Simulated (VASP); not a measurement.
Write the native input for VASP 6.6.1 that does the following.

```yaml
Task: single point
Functional: PBEsol
Potentials_or_basis: VASP PAW PBE potentials, release 64 (Ru_pv)
Cutoff: 520 eV
k_mesh: 24 × 24 × 12
Occupations: gaussian, width 0.15 eV
Spin: no spin polarisation
Dipole_correction: no
Further_INCAR_settings: ALGO = Fast; EDIFF = 1e-06; NBANDS = 21
```

The structure of Ru lies in POSCAR:

```
Ru
1.0
    2.7057993342      0.0000000000      0.0000000000
   -1.3528996671      2.3432909610      0.0000000000
    0.0000000000      0.0000000000      4.2819000000
Ru
2
Direct
    0.3546708458      0.7093416915      0.2500000000
    0.6666666667      0.3333333333      0.7500000000
```

This cell differs from its parent crystal: atom 1 (Ru) moved by (+0.100, +0.000) A along y and z.

The input as run:

INCAR

```
PREC = Accurate ; ENCUT = 520
EDIFF = 1E-6 ; ISMEAR = 0
SIGMA = 0.15 ; LREAL = F
LASPH = T ; NELM = 80
ALGO = Fast ; ISIF = 2
LWAVE = F ; LCHARG = F
GGA = PS ; NBANDS = 21
```

KPOINTS

```
regular mesh
0
Gamma
  24 24 12
```

Potentials or basis: VASP PAW PBE potentials, release 64 (Ru_pv).

Run with:

```sh
$ cat potpaw_PBE.64/Ru_pv/POTCAR > POTCAR
$ mpirun -np 1 vasp_std > vasp.out
```

It gave:

```
Pressure               : -5.8 GPa
Largest force          : 0.691 eV/Å
Band gap on the k mesh : zero (bands 14 and 15 overlap by 3.18 eV)
```

Caveat: the cell differs from its parent crystal (atom 1 (Ru) moved by (+0.100, +0.000) A along y and z); the cell stands under tension; the PAW data sets were made with another functional, which shifts forces and pressure a little.

Run time: 7.3 min on 1 thread of Intel(R) Xeon(R) Platinum 8259CL CPU @ 2.50GHz (Skylake/Cascade Lake), with other jobs on the host, peak memory 0.55 GiB.
